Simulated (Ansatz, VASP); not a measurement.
Two plane-wave programs on Si2W

File INCAR:

```
SYSTEM = Si2W
ALGO = Normal ; EDIFF = 1E-7
ENCUT = 520 ; GGA = PS
ISIF = 2 ; ISMEAR = 0
LASPH = .TRUE. ; LCHARG = .TRUE.
LELF = .TRUE. ; LREAL = .FALSE.
LVHAR = .TRUE. ; LWAVE = .FALSE.
NBANDS = 18 ; NELM = 100
PREC = Accurate ; SIGMA = 0.15
```

File KPOINTS:

```
k-points
0
G
  20 20 20
  0 0 0
```

POSCAR

```
Si2W
1.0
   -1.6813122702      1.6813122702      3.7124729512
    1.6813122702     -1.6813122702      3.7124729512
    1.6813122702      1.6813122702     -3.7124729512
Si W
2 1
Direct
    0.3344989450      0.3344989450      0.0000000000
    0.6655010550      0.6655010550      0.0000000000
    0.0000000000      0.0000000000      0.0000000000
```

Input for Ansatz:

```yaml
crystal:
  lattice:
    - [-1.6813122702, 1.6813122702, 3.7124729512]
    - [1.6813122702, -1.6813122702, 3.7124729512]
    - [1.6813122702, 1.6813122702, -3.7124729512]
  atoms:
    - { symbol: Si, position: [0.334498945, 0.334498945, 0.0] }
    - { symbol: Si, position: [0.665501055, 0.665501055, 0.0] }
    - { symbol: W, position: [0.0, 0.0, 0.0] }
basis:
  ecutwfc: 420
kpoints:
  mp_grid: { grid: [20, 20, 20] }
hamiltonian:
  xc: pbesol
scf:
  occupations: { method: gaussian, width: 0.15 }
output:
  forces: true
  stress: true
  eigenvalues: true
```

Change from the starting cell: strain +0.050 along x and y, -0.050 along z, atoms carried along.

Alike in both runs: task single point; functional PBEsol; k mesh 20 × 20 × 20; occupations gaussian, width 0.15 eV; no spin polarisation.

|  | VASP | Ansatz |
| --- | --- | --- |
| version | VASP 6.6.1 | Ansatz 0.2.0 |
| potentials or method | VASP PAW PBE potentials, release 64 (Si, W_sv), cutoff 520 eV | scalar-relativistic, plane waves, PAW |
| valence electrons in the cell | 22 | 22 |

|  | VASP | Ansatz | Ansatz less VASP |
| --- | --- | --- | --- |
| gap on the k mesh at the Fermi level (eV) | none | none | - |
| pressure (GPa) | -5.2 | -5.4 | -0.27 |
| traceless stress, the component that is largest in VASP (GPa) | 28.31 | 28.26 | -0.053 |
| rms of the force components (eV/Å) | 0.064 | 0.063 | -0.0011 |

VASP's potentials were made for PBE, not for PBEsol. Atom by atom the forces differ by 0.001 eV/Å (rms over components). A gap of «none» marks a metal or a gap that the smearing closes.

Spin-orbit coupling is off throughout.
